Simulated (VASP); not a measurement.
Here is a VASP 6.6.1 calculation.

The input INCAR:

```
SYSTEM = Ge
PREC     = Accurate       ! precision mode
ENCUT    = 520            ! plane-wave cutoff, eV
EDIFF    = 1E-6           ! SCF threshold, eV
ISMEAR   = -1             ! smearing method
SIGMA    = 0.05           ! smearing width, eV
LREAL    = .False.        ! projectors in reciprocal space
LASPH    = .True.         ! aspherical terms in the spheres
NELM     = 60             ! most SCF steps
ALGO     = Normal         ! electronic algorithm
ISIF     = 2              ! what is computed and relaxed
LWAVE    = .False.        ! write WAVECAR
LCHARG   = .True.         ! write CHGCAR
GGA      = PS             ! functional
LELF     = .True.         ! ELF
LVHAR    = .True.       
NBANDS   = 36             ! bands
```

Contents of KPOINTS:

```
Automatic mesh
0
Gamma
  8 8 4
  0 0 0
```

Contents of POSCAR:

```
Ge
1.0
    4.0501916895      0.0000000000      0.0000000000
   -2.0250958448      3.5075688934      0.0000000000
    0.0000000000      0.0000000000      6.6862218294
Ge
4
Direct
    0.3333333333      0.6666666667      0.9370987500
    0.6666666667      0.3333333333      0.4370987500
    0.3333333333      0.6666666667      0.5629012500
    0.6666666667      0.3333333333      0.0629012500
```

Potentials or basis: VASP PAW PBE potentials, release 64 (Ge_d).

Launch:

```console
$ cat potpaw_PBE.64/Ge_d/POTCAR > POTCAR
$ mpirun -np 1 vasp_std > vasp.out
```

(1) Estimate the largest force.

(2) Predict the band gap on the k mesh.

(3) What does it give for the pressure?

Results:

(1) 0.009 eV/Å.

(2) 0.11 eV (least direct gap 0.19 eV).

(3) -2.5 GPa.

Caveat: the PAW data sets were made with another functional, which shifts forces and pressure a little.
